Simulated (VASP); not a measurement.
# Cs2Rb (P-3m1) in VASP: single point with PBE

Aim: the single point of Cs2Rb with PBE.

Everything below comes from runs of VASP 6.6.1. Logs are shortened: lines on timing, memory, paths and dates and some standing lists are left out, and cuts for length are marked.

### 1 The cell of the first run

The structure is trigonal, space group P-3m1 (No. 164). Conventional cell: a = 5.389 Å, b = 5.389 Å, c = 26.199 Å, α = 90.00°, β = 90.00°, γ = 120.00°.

### 2 Single point, PBE (109.81 Å³/atom)

INCAR

```
SYSTEM = Cs2Rb
  ALGO = Fast
  EDIFF = 1E-7
  ENCUT = 520
  GGA = PE
  ISIF = 2
  ISMEAR = 0
  LASPH = .True.
  LCHARG = .True.
  LELF = .True.
  LREAL = .False.
  LVHAR = .True.
  LWAVE = .False.
  NBANDS = 36
  NELM = 80
  PREC = Accurate
  SIGMA = 0.1
```

KPOINTS

```
k-points
0
Gamma
  12 12 2
  0 0 0
```

POSCAR

```
Cs2Rb
1.0
    5.3886884771      0.0000000000      0.0000000000
   -2.6943442385      4.6667411142      0.0000000000
    0.0000000000      0.0000000000     26.1991393491
Cs Rb
4 2
Direct
    0.3333333333      0.6666666667      0.7391760000
    0.3333333333      0.6666666667      0.0868770000
    0.6666666667      0.3333333333      0.9131230000
    0.6666666667      0.3333333333      0.2608240000
    0.3333333333      0.6666666667      0.4239880000
    0.6666666667      0.3333333333      0.5760120000
```

Potentials or basis: VASP PAW PBE potentials, release 64 (Cs_sv, Rb_sv).

The run is started by

```bash
$ cat potpaw_PBE.64/Cs_sv/POTCAR potpaw_PBE.64/Rb_sv/POTCAR > POTCAR
$ mpirun -np 1 vasp_std > vasp.out
```

OUTCAR:

```text
SYSTEM = Cs2Rb
   EDIFF = 1E-7
   ENCUT = 520
   GGA = PE
   ISIF = 2
   ISMEAR = 0
   LASPH = .True.
   LREAL = .False.
   NELM = 80
   PREC = Accurate

 ion  position               nearest neighbor table
   1  0.333  0.667  0.739-
   2  0.333  0.667  0.087-
   3  0.667  0.333  0.913-
   4  0.667  0.333  0.261-
   5  0.333  0.667  0.424-   6 5.05   6 5.05   6 5.05
   6  0.667  0.333  0.576-   5 5.05   5 5.05   5 5.05

  LATTYP: Found a hexagonal cell.
 ALAT       =     5.3886884771
 C/A-ratio  =     4.8618767740

  Lattice vectors:

 A1 = (   5.3886884771,   0.0000000000,   0.0000000000)
 A2 = (  -2.6943442385,   4.6667411142,   0.0000000000)
 A3 = (   0.0000000000,   0.0000000000,  26.1991393491)

Analysis of symmetry for initial positions (statically):
=====================================================================
 Subroutine PRICEL returns:
 Original cell was already a primitive cell.

 Routine SETGRP: Setting up the symmetry group for a
 hexagonal supercell.

 Subroutine GETGRP returns: Found 12 space group operations
 (whereof 12 operations were pure point group operations)
 out of a pool of 24 trial point group operations.

The static configuration has the point symmetry D_3d.

Analysis of symmetry for dynamics (positions and initial velocities):
=====================================================================
 Subroutine PRICEL returns:
 Original cell was already a primitive cell.

 Routine SETGRP: Setting up the symmetry group for a
 hexagonal supercell.

 Subroutine GETGRP returns: Found 12 space group operations
 (whereof 12 operations were pure point group operations)
 out of a pool of 24 trial point group operations.

The dynamic configuration has the point symmetry D_3d.

 Subroutine INISYM returns: Found 12 space group operations
 (whereof 12 operations are pure point group operations),
 and found     1 'primitive' translations

----------------------------------------------------------------------------------------

                                     Primitive cell

  volume of cell :     658.8458

  direct lattice vectors                    reciprocal lattice vectors
     5.388688477  0.000000000  0.000000000     0.185573912  0.107141148  0.000000000
    -2.694344238  4.666741114  0.000000000     0.000000000  0.214282296  0.000000000
     0.000000000  0.000000000 26.199139349     0.000000000  0.000000000  0.038169193

  length of vectors
     5.388688477  5.388688477 26.199139349     0.214282296  0.214282296  0.038169193

  position of ions in fractional coordinates (direct lattice)
     0.333333333  0.666666667  0.739176000
     0.333333333  0.666666667  0.086877000
     0.666666667  0.333333333  0.913123000
     0.666666667  0.333333333  0.260824000
     0.333333333  0.666666667  0.423988000
     0.666666667  0.333333333  0.576012000

  ion indices of the primitive-cell ions
   primitive index   ion index
                 1           1
                 2           2
                 3           3
                 4           4
                 5           5
                 6           6

----------------------------------------------------------------------------------------

 KPOINTS: k-points

Automatic generation of k-mesh.
 Grid dimensions read from file:
 generate k-points for:   12   12    2

 Generating k-lattice:

  Cartesian coordinates                     Fractional coordinates (reciprocal lattice)
     0.015464493  0.008928429  0.000000000     0.083333333 -0.000000000  0.000000000
     0.000000000  0.017856858  0.000000000     0.000000000  0.083333333  0.000000000
     0.000000000  0.000000000  0.019084596     0.000000000  0.000000000  0.500000000

  Length of vectors
     0.017856858  0.017856858  0.019084596

  Shift w.r.t. Gamma in fractional coordinates (k-lattice)
     0.000000000  0.000000000  0.000000000

 Subroutine IBZKPT returns following result:
 ===========================================

 Found     38 irreducible k-points:

 Following reciprocal coordinates:
            Coordinates               Weight
  0.000000  0.000000  0.000000      1.000000
  0.083333  0.000000  0.000000      6.000000
  0.166667 -0.000000  0.000000      6.000000
  0.250000  0.000000  0.000000      6.000000
  0.333333  0.000000  0.000000      6.000000
  0.416667  0.000000  0.000000      6.000000
[... 16 lines left out ...]
  0.250000  0.000000  0.500000      6.000000
  0.333333  0.000000  0.500000      6.000000
 [... further k-points ...]
   k-points           NKPTS =     38   k-points in BZ     NKDIM =     38   number of bands    NBANDS=     36
   number of dos      NEDOS =    301   number of ions     NIONS =      6
   total plane-waves  NPLWV = 313600
   dimension x,y,z NGX =    40 NGY =   40 NGZ =  196
   dimension x,y,z NGXF=    80 NGYF=   80 NGZF=  392
   ions per type =               4   2
   NGX,Y,Z   is equivalent  to a cutoff of  12.34, 12.34, 12.44 a.u.
   NGXF,Y,Z  is equivalent  to a cutoff of  24.68, 24.68, 24.87 a.u.
 SYSTEM =  Cs2Rb
   PREC   = accura    normal or accurate (medium, high low for compatibility)
   ISTART =      0    job   : 0-new  1-cont  2-samecut
   ICHARG =      2    charge: 1-file 2-atom 10-const
   ISPIN  =      1    spin polarized calculation?
   LNONCOLLINEAR =      F non collinear calculations
   LSORBIT =      F    spin-orbit coupling
   LASPH  =      T    aspherical Exc in radial PAW
   ENCUT  =  520.0 eV  38.22 Ry    6.18 a.u.  10.02 10.02 48.71*2*pi/ulx,y,z
   NELM   =     80;   NELMIN=  2; NELMDL= -5     # of ELM steps
   EDIFF  = 0.1E-06   stopping-criterion for ELM
   LREAL  =      F    real-space projection
   EDIFFG = 0.1E-05   stopping-criterion for IOM
   NSW    =      0    number of steps for IOM
   IBRION =     -1    ionic relax: 0-MD 1-quasi-New 2-CG
   NFREE  =      0    steps in history (QN), initial steepest desc. (CG)
   ISIF   =      2    stress and relaxation
   ISYM   =      2    0-nonsym 1-usesym 2-fastsym
   POTIM  = 0.5000    time-step for ionic-motion
   TEBEG  =    0.0;   TEEND  =   0.0 temperature during run
   PSTRESS=    0.0 pullay stress
   NELECT =      54.0000    total number of electrons
   NUPDOWN=      -1.0000    fix difference up-down
   EMIN   =  10.00;   EMAX   =-10.00  energy-range for DOS
   EFERMI =   0.00;   METHOD = LEGACY
   ISMEAR =     0;   SIGMA  =   0.10  broadening in eV -4-tet -1-fermi 0-gaus
   EFERMI_NEDOS =   21; number of points for ismear=-14 and -15
   IALGO  =     68    algorithm
   IMIX   =      4    mixing-type and parameters
     AMIX     =   0.40;   BMIX     =  1.00
     AMIX_MAG =   1.60;   BMIX_MAG =  1.00
  volume/ion in A,a.u.               =     109.81       741.02
  Fermi-wavevector in a.u.,A,eV,Ry     =   0.711123  1.343828  6.880414  0.505696
  Thomas-Fermi vector in A             =   1.798152
   LORBIT       =      0    0 simple, 1 ext, 2 COOP (PROOUT), +10 PAW based schemes
   GGA     = PE    functional components
   LHFCALC =     F    Hartree Fock is set to
   AEXX    =    0.0000 exact exchange contribution
   IVDW    =     0    specifies the selected vdW correction
   LEPSILON=     F    determine dielectric tensor
   LRPA    =     F    only Hartree local field effects (RPA)
 non-spin polarized calculation
 RMM-DIIS sequential band-by-band and
 Gauss-broadening in eV      SIGMA  =   0.10
  energy-cutoff  :      520.00
  volume of cell :      658.85
 maximum number of plane-waves:     17850
   NGX = 21   NGY = 21   NGZ = 97

 number of electron      54.0000003 magnetization

 Free energy of the ion-electron system (eV)
  ---------------------------------------------------
  ext. energy  EPLUGINS =         0.00000000
  ---------------------------------------------------
  free energy    TOTEN  =        -5.26878834 eV

  energy without entropy =       -5.23311896  energy(sigma->0) =       -5.25095365

 E-fermi :   0.2591     XC(G=0):  -5.3607

 val. band max:        0.2534994222   @ k =   0.5000   0.0000   0.5000
 cond. band min:       0.2688383938   @ k =   0.2500   0.2500   0.0000
 fundamental gap:      0.0153389716
 Fermi energy:         0.2590876555

 k-point     1 :       0.0000    0.0000    0.0000
  band No.  band energies     occupation
      1     -28.6897      2.00000
      2     -28.6879      2.00000
      3     -23.5902      2.00000
      4     -23.5901      2.00000
      5     -23.5854      2.00000
      6     -23.5829      2.00000
[... 28 lines left out ...]
     35       2.5134      0.00000
     36       2.6908      0.00000

 k-point     2 :       0.0833    0.0000    0.0000
  band No.  band energies     occupation
      1     -28.6896      2.00000
      2     -28.6878      2.00000
      3     -23.5898      2.00000
      4     -23.5897      2.00000
      5     -23.5851      2.00000
      6     -23.5827      2.00000
[... 28 lines left out ...]
     35       2.5011      0.00000
     36       2.5560      0.00000

 k-point     3 :       0.1667   -0.0000    0.0000
  band No.  band energies     occupation
      1     -28.6894      2.00000
      2     -28.6877      2.00000
      3     -23.5889      2.00000
      4     -23.5888      2.00000
      5     -23.5842      2.00000
      6     -23.5819      2.00000
[... 28 lines left out ...]
     35       2.2270      0.00000
     36       2.3648      0.00000

 k-point     4 :       0.2500    0.0000    0.0000
  band No.  band energies     occupation
      1     -28.6890      2.00000
      2     -28.6876      2.00000
      3     -23.5876      2.00000
      4     -23.5875      2.00000
      5     -23.5829      2.00000
      6     -23.5810      2.00000
[... 28 lines left out ...]
     35       1.8847      0.00000
     36       2.0534      0.00000

 k-point     5 :       0.3333    0.0000    0.0000
  band No.  band energies     occupation
      1     -28.6886      2.00000
      2     -28.6876      2.00000
      3     -23.5863      2.00000
      4     -23.5863      2.00000
      5     -23.5815      2.00000
      6     -23.5800      2.00000
[... 655 lines left out ...]
 k-point    22 :       0.1667   -0.0000    0.5000
  band No.  band energies     occupation
      1     -28.6894      2.00000
      2     -28.6877      2.00000
      3     -23.5889      2.00000
      4     -23.5888      2.00000
      5     -23.5842      2.00000
      6     -23.5819      2.00000
[... 28 lines left out ...]
     35       2.1344      0.00000
     36       2.2282      0.00000

 k-point    23 :       0.2500    0.0000    0.5000
  band No.  band energies     occupation
      1     -28.6890      2.00000
      2     -28.6876      2.00000
      3     -23.5876      2.00000
      4     -23.5875      2.00000
      5     -23.5829      2.00000
      6     -23.5810      2.00000
[... 28 lines left out ...]
     35       1.9244      0.00000
     36       2.0135      0.00000

 k-point    24 :       0.3333    0.0000    0.5000
  band No.  band energies     occupation
      1     -28.6886      2.00000
      2     -28.6876      2.00000
      3     -23.5863      2.00000
      4     -23.5863      2.00000
      5     -23.5815      2.00000
      6     -23.5800      2.00000
[... 28 lines left out ...]
     35       1.6414      0.00000
     36       1.7733      0.00000

 [... further k-points ...]
[... 5 lines left out ...]
  --------------------------------------------------------------------------------------
  -------------------------------------------------------------------------------------
  Total       -0.0993006     -0.0993006     -0.1650921     -0.0000000      0.0000000     -0.0000000
  in kB       -0.2414786     -0.2414786     -0.4014700     -0.0000000      0.0000000     -0.0000000
  external PRESSURE =      -0.2948091 kB  Pullay stress =       0.0000000 kB

 VOLUME and BASIS-vectors are now :
 -----------------------------------------------------------------------------
  energy-cutoff  :      520.00
  volume of cell :      658.85
      direct lattice vectors                 reciprocal lattice vectors
     5.388688477  0.000000000  0.000000000     0.185573912  0.107141148  0.000000000
    -2.694344238  4.666741114  0.000000000     0.000000000  0.214282296  0.000000000
     0.000000000  0.000000000 26.199139349     0.000000000  0.000000000  0.038169193

 POSITION                                       TOTAL-FORCE (eV/Angst)
 -----------------------------------------------------------------------------------
     -0.00000      3.11116     19.36578         0.000000      0.000000     -0.002419
     -0.00000      3.11116      2.27610         0.000000     -0.000000      0.000324
      2.69434      1.55558     23.92304        -0.000000      0.000000     -0.000324
      2.69434      1.55558      6.83336        -0.000000      0.000000      0.002419
     -0.00000      3.11116     11.10812        -0.000000     -0.000000      0.001829
      2.69434      1.55558     15.09102         0.000000      0.000000     -0.001829
 -----------------------------------------------------------------------------------
    total drift:                                0.000000     -0.000000     -0.000000

  FREE ENERGIE OF THE ION-ELECTRON SYSTEM (eV)
  ---------------------------------------------------
  free  energy   TOTEN  =        -5.2687883373 eV

  energy  without entropy=       -5.2331189601  energy(sigma->0) =       -5.25095365
```

It took 34 min on 1 thread of Intel Xeon 8259CL, shared host; peak memory 1.1 GiB.

What came out:

```yaml
Free_energy: -5.2688 eV
Pressure: 0.0 GPa
Band_gap_on_the_k_mesh: zero (bands 27 and 28 overlap by 1.79 eV)
```

Forces in eV/Å, atoms in the order of the input:
```
Cs   0.000  0.000 -0.002
Cs   0.000  0.000  0.000
Cs   0.000  0.000  0.000
Cs   0.000  0.000  0.002
Rb   0.000  0.000  0.002
Rb   0.000  0.000 -0.002
```

Levels at points of the mesh, in eV from the Fermi level:
```
           k point  band 25  band 26  band 27  band 28  band 29  band 30
(0.00, 0.00, 0.00)    -1.74    -1.45    -1.43    -0.70    -0.67     0.04
(0.50, 0.00, 0.00)    -0.02     0.10     0.12     0.26     0.33     0.34
(0.00, 0.00, 0.50)    -1.70    -1.62    -1.11    -1.11    -0.30    -0.17
(0.50, 0.00, 0.50)    -0.01     0.04     0.22     0.23     0.27     0.38
```

Caveat: spin-orbit coupling is left out, which moves the levels of the heavy elements.
